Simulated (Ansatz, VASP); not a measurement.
One calculation of SiNi3, two programs

The input POSCAR:

```
SiNi3
1.0
    3.6114686170      0.0000000000      0.0000000000
    0.0000000000      3.6114686170      0.0000000000
    0.0000000000      0.0000000000      3.6114686170
Ni Si
3 1
Direct
    0.5000000000      0.5000000000      0.0000000000
    0.5000000000      0.0000000000      0.5000000000
    0.0000000000      0.5000000000      0.5000000000
    0.0000000000      0.0000000000      0.0000000000
```

The input INCAR.step1:

```
SYSTEM = SiNi3
PREC = Accurate ; ENCUT = 520
ISMEAR = -1 ; SIGMA = 0.05
LREAL = .False. ; LASPH = .True.
NELM = 150 ; ISPIN = 2
MAGMOM = 1 1 1 0 ; LMAXMIX = 4
NBANDS = 29 ; GGA = PE
ALGO = Normal ; EDIFF = 1E-4
LWAVE = .True. ; LCHARG = .False.
```

Contents of INCAR.step2:

```
SYSTEM = SiNi3
PREC = Accurate ; ENCUT = 520
EDIFF = 1E-7 ; ISMEAR = -1
SIGMA = 0.05 ; LREAL = .False.
LASPH = .True. ; NELM = 150
ALGO = Normal ; ISIF = 2
LWAVE = .False. ; LCHARG = .False.
ISPIN = 2 ; MAGMOM = 1 1 1 0
LORBIT = 11 ; LMAXMIX = 4
METAGGA = R2SCAN ; LMIXTAU = .True.
NBANDS = 29 ; ISTART = 1
```

KPOINTS

```
Automatic mesh
0
Gamma
  8 8 8
  0 0 0
```

input.yaml

```yaml
crystal:
  lattice:
    - [3.611468617, 0.0, 0.0]
    - [0.0, 3.611468617, 0.0]
    - [0.0, 0.0, 3.611468617]
  atoms:
    - { symbol: Ni, position: [0.5, 0.5, 0.0], spin: 1.0 }
    - { symbol: Ni, position: [0.5, 0.0, 0.5], spin: 1.0 }
    - { symbol: Ni, position: [0.0, 0.5, 0.5], spin: 1.0 }
    - { symbol: Si, position: [0.0, 0.0, 0.0] }
hamiltonian:
  xc: r2scan
  pseudopotentials: { kind: paw }
magnetization:
  spin_polarized: true
kpoints:
  mp_grid: { grid: [8, 8, 8] }
scf:
  occupations: { method: fermi_dirac, width: 0.05 }
output:
  forces: true
  stress: true
  eigenvalues: true
  write_density: true
  write_potential: true
  elf: true
  volumetric_format: npy
```

Alike in both runs: task single point; functional r2SCAN; k mesh 8 × 8 × 8; occupations fermi-dirac, width 0.05 eV; collinear spin.

|  | VASP | Ansatz |
| --- | --- | --- |
| version | VASP 6.6.1 | Ansatz 0.2.0 |
| potentials or method | VASP PAW PBE potentials, release 64 (Ni, Si) | Ansatz PAW |
| plane-wave cutoff (eV) | 520 | 500 |
| valence electrons in the cell | 34 | 58 |

```tsv
	VASP	Ansatz	Ansatz less VASP
gap on the k mesh at the Fermi level (eV)	none	none	-
pressure (GPa)	-21.8	-22.1	-0.37
net moment per atom (μB)	0.00	0.05	+0.048
size of the moment on the site where the two differ most (μB)	0.00	0.08	+0.080
```

VASP's potentials were made for PBE, not for r2SCAN. Site moments also hang on the region over which each program counts them. A gap of «none» marks a metal or a gap that the smearing closes. The functional is the same, so the differences come from potentials, cutoffs and numerics. VASP's potentials hold 34 valence electrons a cell and Ansatz's 58, so a difference there can come from the potentials and not from the codes.

Noted on Ansatz's run: the magnetic or orbital state may not be the lowest.
